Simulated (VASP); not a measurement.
A run of VASP 6.6.1:

File POSCAR:

```
Al
1.0
    0.0000000000      2.0248050000      2.0248050000
    2.0248050000      0.0000000000      2.0248050000
    2.0248050000      2.0248050000      0.0000000000
Al
1
Direct
    0.0000000000      0.0000000000      0.0000000000
```

File INCAR.step1:

```
SYSTEM = Al
PREC = Accurate
ENCUT = 520
EDIFF = 1E-6
ISMEAR = -1
SIGMA = 0.05
LREAL = .False.
LASPH = .True.
NELM = 60
ALGO = Fast
ISIF = 2
LWAVE = .False.
LCHARG = .True.
GGA = RP
NBANDS = 8
```

The input KPOINTS.step1:

```
Automatic mesh
0
Gamma
  6 6 6
  0 0 0
```

File INCAR.step2:

```
SYSTEM = Al
PREC = Accurate
ENCUT = 520
EDIFF = 1E-6
ISMEAR = -5
SIGMA = 0.05
LREAL = .False.
LASPH = .True.
NELM = 60
ALGO = Fast
ISIF = 2
LWAVE = .False.
LCHARG = .False.
GGA = RP
LORBIT = 11
NBANDS = 8
NEDOS = 2001
ICHARG = 11
```

File KPOINTS.step2:

```
Automatic mesh
0
Gamma
  9 9 9
  0 0 0
```

Potentials or basis: VASP PAW PBE potentials, release 64 (Al).

Run with:

```sh
$ cat potpaw_PBE.64/Al/POTCAR > POTCAR
$ cp INCAR.step1 INCAR
$ cp KPOINTS.step1 KPOINTS
$ mpirun -np 1 vasp_std > vasp.out
$ cp INCAR.step2 INCAR
$ cp KPOINTS.step2 KPOINTS
$ mpirun -np 1 vasp_std > vasp.out
```

Hardware: 1 thread of AMD EPYC 7R13 Processor (Zen 3) (shared host).

Q: How long does it take, and how much memory?

A: Run time: 4.6 s on 1 thread of AMD EPYC 7R13 Processor (Zen 3), with other jobs on the host, peak memory 0.1 GiB. Counts: k points 35.
